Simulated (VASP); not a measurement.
# LiHF2 (R-3m) in VASP: single point with PBEsol

Aim: the single point of LiHF2 with PBEsol.

Everything below comes from runs of VASP 6.6.1. Logs are shortened: lines on timing, memory, paths and dates and some standing lists are left out, and cuts for length are marked.

## Step 1: The cell of the first run

It takes space group R-3m (No. 166, trigonal). The conventional cell has a = 2.971 Å, b = 2.971 Å, c = 13.051 Å, α = 90.00°, β = 90.00°, γ = 120.00°. Within 2.8 Å of Li (site symmetry -3m) lie 6 F at 2.00 Å and 6 H at 2.77 Å. H (site symmetry -3m) has 2 F at 1.14 Å within 1.5 Å. Within 1.5 Å of F (site symmetry 3m) lie 1 H at 1.14 Å.

## Step 2: Single point, PBEsol (8.31 Å³/atom)

File INCAR:

```
PREC     = Accurate       # precision mode
ENCUT    = 520            # plane-wave cutoff, eV
EDIFF    = 1E-7           # SCF threshold, eV
ISMEAR   = 0              # smearing method
SIGMA    = 0.01           # smearing width, eV
LREAL    = F              # projectors in reciprocal space
LASPH    = T              # aspherical terms in the spheres
NELM     = 80             # most SCF steps
ALGO     = Normal         # electronic algorithm
ISIF     = 2              # what is computed and relaxed
LWAVE    = F              # write WAVECAR
LCHARG   = F              # write CHGCAR
GGA      = PS             # functional
NBANDS   = 17             # bands
```

File KPOINTS:

```
Automatic mesh
0
Gamma
  8 8 8
```

File POSCAR:

```
LiHF2
1.0
    1.4854902464      0.8576481936      4.3501936452
   -1.4854902464      0.8576481936      4.3501936452
    0.0000000000     -1.7152963872      4.3501936452
Li H F
1 1 2
Direct
    0.0000000000      0.0000000000      0.0000000000
    0.5000000000      0.5000000000      0.5000000000
    0.4127811515      0.4127811515      0.4127811515
    0.5872188485      0.5872188485      0.5872188485
```

Potentials or basis: VASP PAW PBE potentials, release 64 (Li_sv, H, F).

Launch:

```
$ cat potpaw_PBE.64/Li_sv/POTCAR potpaw_PBE.64/H/POTCAR potpaw_PBE.64/F/POTCAR > POTCAR
$ mpirun -np 1 vasp_std > vasp.out
```

OUTCAR:

```text
PREC = Accurate
   ENCUT = 520
   EDIFF = 1E-7
   ISMEAR = 0
   LREAL = F
   LASPH = T
   NELM = 80
   ISIF = 2
   GGA = PS

 ion  position               nearest neighbor table
   1  0.000  0.000  0.000-   4 2.00   3 2.00   4 2.00   4 2.00   3 2.00   3 2.00
   2  0.500  0.500  0.500-   3 1.14   4 1.14
   3  0.413  0.413  0.413-   2 1.14   1 2.00   1 2.00   1 2.00
   4  0.587  0.587  0.587-   2 1.14   1 2.00   1 2.00   1 2.00

  LATTYP: Found a trigonal (rhomboedric) cell.
 ALAT       =     4.6761550923
 COS(alpha) =     0.7981671786

  Lattice vectors:

 A1 = (   1.4854902464,   0.8576481936,   4.3501936452)
 A2 = (  -1.4854902464,   0.8576481936,   4.3501936452)
 A3 = (   0.0000000000,  -1.7152963872,   4.3501936452)

Analysis of symmetry for initial positions (statically):
=====================================================================
 Subroutine PRICEL returns:
 Original cell was already a primitive cell.

 Routine SETGRP: Setting up the symmetry group for a
 trigonal (rhombohedral) supercell.

 Subroutine GETGRP returns: Found 12 space group operations
 (whereof 12 operations were pure point group operations)
 out of a pool of 12 trial point group operations.

The static configuration has the point symmetry D_3d.

Analysis of symmetry for dynamics (positions and initial velocities):
=====================================================================
 Subroutine PRICEL returns:
 Original cell was already a primitive cell.

 Routine SETGRP: Setting up the symmetry group for a
 trigonal (rhombohedral) supercell.

 Subroutine GETGRP returns: Found 12 space group operations
 (whereof 12 operations were pure point group operations)
 out of a pool of 12 trial point group operations.

The dynamic configuration has the point symmetry D_3d.

 Subroutine INISYM returns: Found 12 space group operations
 (whereof 12 operations are pure point group operations),
 and found     1 'primitive' translations

----------------------------------------------------------------------------------------

                                     Primitive cell

  volume of cell :      33.2536

  direct lattice vectors                    reciprocal lattice vectors
     1.485490246  0.857648194  4.350193645     0.336589218  0.194329875  0.076624941
    -1.485490246  0.857648194  4.350193645    -0.336589218  0.194329875  0.076624941
     0.000000000 -1.715296387  4.350193645     0.000000000 -0.388659751  0.076624941

  length of vectors
     4.676155092  4.676155092  4.676155092     0.396141116  0.396141116  0.396141116

  position of ions in fractional coordinates (direct lattice)
     0.000000000  0.000000000  0.000000000
     0.500000000  0.500000000  0.500000000
     0.412781151  0.412781151  0.412781151
     0.587218849  0.587218849  0.587218849

  ion indices of the primitive-cell ions
   primitive index   ion index
                 1           1
                 2           2
                 3           3
                 4           4

----------------------------------------------------------------------------------------

 KPOINTS: Automatic mesh

Automatic generation of k-mesh.
 Grid dimensions read from file:
 generate k-points for:    8    8    8

 Generating k-lattice:

  Cartesian coordinates                     Fractional coordinates (reciprocal lattice)
     0.042073652  0.024291234  0.009578118     0.125000000  0.000000000  0.000000000
    -0.042073652  0.024291234  0.009578118     0.000000000  0.125000000  0.000000000
     0.000000000 -0.048582469  0.009578118     0.000000000  0.000000000  0.125000000

  Length of vectors
     0.049517639  0.049517639  0.049517639

  Shift w.r.t. Gamma in fractional coordinates (k-lattice)
     0.000000000  0.000000000  0.000000000

 Subroutine IBZKPT returns following result:
 ===========================================

 Found     65 irreducible k-points:

 Following reciprocal coordinates:
            Coordinates               Weight
  0.000000  0.000000  0.000000      1.000000
  0.125000 -0.000000  0.000000      6.000000
  0.250000 -0.000000  0.000000      6.000000
  0.375000 -0.000000 -0.000000      6.000000
  0.500000 -0.000000  0.000000      3.000000
  0.125000  0.125000  0.000000      6.000000
[... 16 lines left out ...]
  0.250000  0.125000  0.125000      6.000000
  0.375000  0.125000  0.125000      6.000000
 [... further k-points ...]
   k-points           NKPTS =     65   k-points in BZ     NKDIM =     65   number of bands    NBANDS=     17
   number of dos      NEDOS =    301   number of ions     NIONS =      4
   total plane-waves  NPLWV =  46656
   dimension x,y,z NGX =    36 NGY =   36 NGZ =   36
   dimension x,y,z NGXF=    72 NGYF=   72 NGZF=   72
   ions per type =               1   1   2
   NGX,Y,Z   is equivalent  to a cutoff of  12.80, 12.80, 12.80 a.u.
   NGXF,Y,Z  is equivalent  to a cutoff of  25.60, 25.60, 25.60 a.u.
 SYSTEM =  unknown system
   PREC   = accura    normal or accurate (medium, high low for compatibility)
   ISTART =      0    job   : 0-new  1-cont  2-samecut
   ICHARG =      2    charge: 1-file 2-atom 10-const
   ISPIN  =      1    spin polarized calculation?
   LNONCOLLINEAR =      F non collinear calculations
   LSORBIT =      F    spin-orbit coupling
   LASPH  =      T    aspherical Exc in radial PAW
   ENCUT  =  520.0 eV  38.22 Ry    6.18 a.u.   8.69  8.69  8.69*2*pi/ulx,y,z
   NELM   =     80;   NELMIN=  2; NELMDL= -5     # of ELM steps
   EDIFF  = 0.1E-06   stopping-criterion for ELM
   LREAL  =      F    real-space projection
   EDIFFG = 0.1E-05   stopping-criterion for IOM
   NSW    =      0    number of steps for IOM
   IBRION =     -1    ionic relax: 0-MD 1-quasi-New 2-CG
   NFREE  =      0    steps in history (QN), initial steepest desc. (CG)
   ISIF   =      2    stress and relaxation
   ISYM   =      2    0-nonsym 1-usesym 2-fastsym
   POTIM  = 0.5000    time-step for ionic-motion
   TEBEG  =    0.0;   TEEND  =   0.0 temperature during run
   PSTRESS=    0.0 pullay stress
   NELECT =      18.0000    total number of electrons
   NUPDOWN=      -1.0000    fix difference up-down
   EMIN   =  10.00;   EMAX   =-10.00  energy-range for DOS
   EFERMI =   0.00;   METHOD = LEGACY
   ISMEAR =     0;   SIGMA  =   0.01  broadening in eV -4-tet -1-fermi 0-gaus
   EFERMI_NEDOS =   21; number of points for ismear=-14 and -15
   IALGO  =     38    algorithm
   IMIX   =      4    mixing-type and parameters
     AMIX     =   0.40;   BMIX     =  1.00
     AMIX_MAG =   1.60;   BMIX_MAG =  1.00
  volume/ion in A,a.u.               =       8.31        56.10
  Fermi-wavevector in a.u.,A,eV,Ry     =   1.334195  2.521263 24.219418  1.780077
  Thomas-Fermi vector in A             =   2.462995
   LORBIT       =      0    0 simple, 1 ext, 2 COOP (PROOUT), +10 PAW based schemes
   GGA     = PS    functional components
   LHFCALC =     F    Hartree Fock is set to
   AEXX    =    0.0000 exact exchange contribution
   IVDW    =     0    specifies the selected vdW correction
   LEPSILON=     F    determine dielectric tensor
   LRPA    =     F    only Hartree local field effects (RPA)
 non-spin polarized calculation
 Gauss-broadening in eV      SIGMA  =   0.01
  energy-cutoff  :      520.00
  volume of cell :       33.25
 maximum number of plane-waves:       916
   NGX = 17   NGY = 17   NGZ = 17

 number of electron      17.9999995 magnetization

 Free energy of the ion-electron system (eV)
  ---------------------------------------------------
  ext. energy  EPLUGINS =         0.00000000
  ---------------------------------------------------
  free energy    TOTEN  =       -18.60049654 eV

  energy without entropy =      -18.60049654  energy(sigma->0) =      -18.60049654

 E-fermi :  -2.7419     XC(G=0):  -9.3381

 val. band max:       -2.8156235719   @ k =   0.5000   0.5000   0.5000
 cond. band min:       5.3682962571   @ k =   0.0000   0.0000   0.0000
 fundamental gap:      8.1839198290
 Fermi energy:        -2.7418712448

 k-point     1 :       0.0000    0.0000    0.0000
  band No.  band energies     occupation
      1     -42.6413      2.00000
      2     -23.7832      2.00000
      3     -22.2872      2.00000
      4      -8.5225      2.00000
      5      -3.2273      2.00000
      6      -3.2273      2.00000
[... 9 lines left out ...]
     16      20.8466      0.00000
     17      20.8466      0.00000

 k-point     2 :       0.1250   -0.0000    0.0000
  band No.  band energies     occupation
      1     -42.6370      2.00000
      2     -23.7394      2.00000
      3     -22.2691      2.00000
      4      -8.4498      2.00000
      5      -3.6271      2.00000
      6      -3.2855      2.00000
[... 9 lines left out ...]
     16      18.2194      0.00000
     17      20.8491      0.00000

 k-point     3 :       0.2500   -0.0000    0.0000
  band No.  band energies     occupation
      1     -42.6266      2.00000
      2     -23.6299      2.00000
      3     -22.2260      2.00000
      4      -8.2734      2.00000
      5      -4.3955      2.00000
      6      -3.6852      2.00000
[... 9 lines left out ...]
     16      17.0186      0.00000
     17      20.6955      0.00000

 k-point     4 :       0.3750   -0.0000   -0.0000
  band No.  band energies     occupation
      1     -42.6162      2.00000
      2     -23.5149      2.00000
      3     -22.1848      2.00000
      4      -8.0985      2.00000
      5      -5.0417      2.00000
      6      -4.0785      2.00000
[... 9 lines left out ...]
     16      16.9369      0.00000
     17      19.7377      0.00000
[... 343 lines left out ...]
      1     -42.6412      2.00000
      2     -23.7531      2.00000
      3     -22.3316      2.00000
      4      -8.3941      2.00000
      5      -3.2770      2.00000
      6      -3.2770      2.00000
[... 9 lines left out ...]
     16      21.0919      0.00000
     17      21.0919      0.00000

 k-point    23 :       0.2500    0.1250    0.1250
  band No.  band energies     occupation
      1     -42.6369      2.00000
      2     -23.6923      2.00000
      3     -22.3375      2.00000
      4      -8.2526      2.00000
      5      -3.7905      2.00000
      6      -3.3030      2.00000
[... 9 lines left out ...]
     16      18.9272      0.00000
     17      20.8543      0.00000

 k-point    24 :       0.3750    0.1250    0.1250
  band No.  band energies     occupation
      1     -42.6265      2.00000
      2     -23.5775      2.00000
      3     -22.2999      2.00000
      4      -8.0625      2.00000
      5      -4.5277      2.00000
      6      -3.5981      2.00000
[... 9 lines left out ...]
     16      17.3083      0.00000
     17      20.4695      0.00000

 [... further k-points ...]

------------------------ aborting loop because EDIFF is reached ----------------------------------------

  FORCE on cell =-STRESS in cart. coord.  units (eV):
  Direction    XX          YY          ZZ          XY          YZ          ZX
  --------------------------------------------------------------------------------------
  -------------------------------------------------------------------------------------
  Total        0.0794178      0.0794178      0.4795273      0.0000000      0.0000000     -0.0000000
  in kB        3.8263929      3.8263929     23.1038915      0.0000000      0.0000000     -0.0000000
  external PRESSURE =      10.2522258 kB  Pullay stress =       0.0000000 kB

 VOLUME and BASIS-vectors are now :
 -----------------------------------------------------------------------------
  energy-cutoff  :      520.00
  volume of cell :       33.25
      direct lattice vectors                 reciprocal lattice vectors
     1.485490246  0.857648194  4.350193645     0.336589218  0.194329875  0.076624941
    -1.485490246  0.857648194  4.350193645    -0.336589218  0.194329875  0.076624941
     0.000000000 -1.715296387  4.350193645     0.000000000 -0.388659751  0.076624941

 POSITION                                       TOTAL-FORCE (eV/Angst)
 -----------------------------------------------------------------------------------
      0.00000      0.00000      0.00000         0.000000     -0.000000      0.000000
      0.00000      0.00000      6.52529        -0.000000      0.000000     -0.000000
      0.00000      0.00000      5.38703         0.000000     -0.000000     -0.062064
      0.00000      0.00000      7.66355         0.000000     -0.000000      0.062064
 -----------------------------------------------------------------------------------
    total drift:                                0.000000     -0.000000      0.000000

  FREE ENERGIE OF THE ION-ELECTRON SYSTEM (eV)
  ---------------------------------------------------
  free  energy   TOTEN  =       -18.6004965364 eV

  energy  without entropy=      -18.6004965364  energy(sigma->0) =      -18.60049654
```

Wall time 45 s (1 thread of Oxide Virtual Turin-like, shared host); peak memory 0.17 GiB.

What came out:

```
Free energy            : -18.6005 eV
Largest force          : 0.062 eV/Å
Band gap on the k mesh : 8.18 eV (least direct gap 8.40 eV)
```

Forces in eV/Å, atoms in the order of the input:
```
Li   0.000  0.000  0.000
H    0.000  0.000  0.000
F    0.000  0.000 -0.062
F    0.000  0.000  0.062
```

Levels at points of the mesh, in eV from the valence-band top:
| k point | band 7 | band 8 | band 9 | band 10 | band 11 | band 12 |
| --- | --- | --- | --- | --- | --- | --- |
| (0.00, 0.00, 0.00) | -0.23 | -0.22 | -0.22 | 8.18 | 12.96 | 17.09 |
| (0.50, 0.00, 0.00) | -0.75 | -0.61 | -0.48 | 11.66 | 13.72 | 16.30 |
| (0.50, 0.50, 0.00) | -1.19 | -1.01 | -0.13 | 13.56 | 14.11 | 14.18 |
| (0.50, 0.50, 0.50) | -0.61 | 0.00 | 0.00 | 9.14 | 12.32 | 15.91 |

Caveat: the cutoff is under 1.25 times the usual one of these potentials, so pressure, stress and relaxed cells hold a basis-set (Pulay) error; the PAW data sets were made with another functional, which shifts forces and pressure a little.
